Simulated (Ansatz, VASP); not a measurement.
**Sb in VASP and in Ansatz**

INCAR

```
  PREC = Accurate
  ENCUT = 520
  EDIFF = 1E-6
  ISMEAR = -1
  SIGMA = 0.05
  LREAL = False
  LASPH = True
  NELM = 80
  ALGO = Normal
  ISIF = 2
  LWAVE = False
  LCHARG = True
  GGA = PE
  LELF = True
  LVHAR = True
  NBANDS = 8
```

Contents of KPOINTS:

```
regular mesh
0
Gamma
  19 19 19
```

The input POSCAR:

```
Sb
1.0
   -1.5050000000      1.5050000000      2.5048000000
    1.5050000000     -1.5050000000      2.5048000000
    1.5050000000      1.5050000000     -2.5048000000
Sb
1
Direct
    0.0000000000      0.0000000000      0.0000000000
```

Input for Ansatz:

```yaml
crystal:
  lattice:
    - [-1.505, 1.505, 2.5048]
    - [1.505, -1.505, 2.5048]
    - [1.505, 1.505, -2.5048]
  atoms:
    - { symbol: Sb, position: [0.0, 0.0, 0.0] }
kpoints:
  mp_grid: { grid: [19, 19, 19] }
  band_path:
    path:
      - [0.0, 0.0, 0.0]
      - [0.0, 0.0, 0.5]
      - [0.25, 0.25, 0.25]
      - [0.0, 0.5, 0.0]
      - [0.0, 0.0, 0.0]
      - [0.5, 0.5, -0.5]
      - [0.3402540916, 0.6597459084, -0.3402540916]
      - [-0.3402540916, 0.3402540916, 0.3402540916]
      - [0.0, 0.0, 0.0]
    npoints: 5
scf:
  occupations: { method: fermi_dirac, width: 0.05 }
hamiltonian:
  xc: pbe
  pseudopotentials: { kind: all_electron, lapw: { basis_error: 0.00025 } }
output:
  forces: true
  stress: true
  eigenvalues: true
```

Change from the starting cell: zz strain of +1 %.

Alike in both runs: task single point; functional PBE; k mesh 19 × 19 × 19; occupations fermi-dirac, width 0.05 eV; no spin polarisation.

|  | VASP | Ansatz |
| --- | --- | --- |
| version | VASP 6.6.1 | Ansatz 0.2.0 |
| potentials or method | VASP PAW PBE potentials, release 64 (Sb), cutoff 520 eV | all-electron LAPW, scalar-relativistic |

|  | VASP | Ansatz | Ansatz less VASP |
| --- | --- | --- | --- |
| pressure (GPa) | 18.0 | 18.0 | +0.04 |
| traceless stress, the component that is largest in VASP (GPa) | -1.66 | -1.57 | +0.090 |

Ansatz ran all-electron here, and VASP with PAW potentials.

Spin-orbit coupling is off throughout.
